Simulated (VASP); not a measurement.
CaCd3F8, 12 atoms in the cell. The structure is orthorhombic, space group Cmmm (No. 65). Conventional cell: a = 7.643 Å, b = 10.804 Å, c = 3.817 Å, α = 90.00°, β = 90.00°, γ = 90.00°. Within 3.1 Å of Ca (site symmetry mmm) lie 8 F at 2.34 to 2.35 Å. F (site symmetry m2m) has 4 Cd at 2.34 Å and 6 F at 2.70 Å within 3.1 Å. F (site symmetry m2m) has 2 Cd at 2.34 Å and 2 Ca at 2.34 Å and 6 F at 2.70 to 2.71 Å within 3.1 Å. Within 3.1 Å of F (site symmetry m) lie 3 Cd at 2.34 Å and 1 Ca at 2.35 Å and 6 F at 2.70 to 2.71 Å. Within 3.1 Å of Cd (site symmetry 2/m) lie 8 F at 2.34 Å. Cd (site symmetry mmm) has 8 F at 2.34 Å within 3.1 Å. 

| Property | Result |
| --- | --- |
| Program | VASP 6.6.1 |
| Task | single point |
| Functional | PBE |
| Potentials or basis | VASP PAW PBE potentials, release 64 (Ca_sv, F, Cd) |
| Cutoff | 520 eV |
| k mesh | 4 × 4 × 6 |
| Occupations | fermi-dirac, width 0.02 eV |
| Spin | no spin polarisation |
| Dipole correction | no |
| Further INCAR settings | ALGO = Normal; EDIFF = 1e-06; NBANDS = 63 |

Potentials or basis: VASP PAW PBE potentials, release 64 (Ca_sv, F, Cd).

The run is started by

```sh
$ cat potpaw_PBE.64/Ca_sv/POTCAR potpaw_PBE.64/F/POTCAR potpaw_PBE.64/Cd/POTCAR > POTCAR
$ mpirun -np 1 vasp_std > vasp.out
```

Hardware: 1 thread of AMD EPYC 7R43 64-Core Processor (Zen 3), on a shared host.

Estimate the wall time of this run.

It took 6.7 min on 1 thread of AMD EPYC 7R43 64-Core Processor (Zen 3) (shared host), peak memory 0.34 GiB. Counts: scf iterations 17, k points 28.
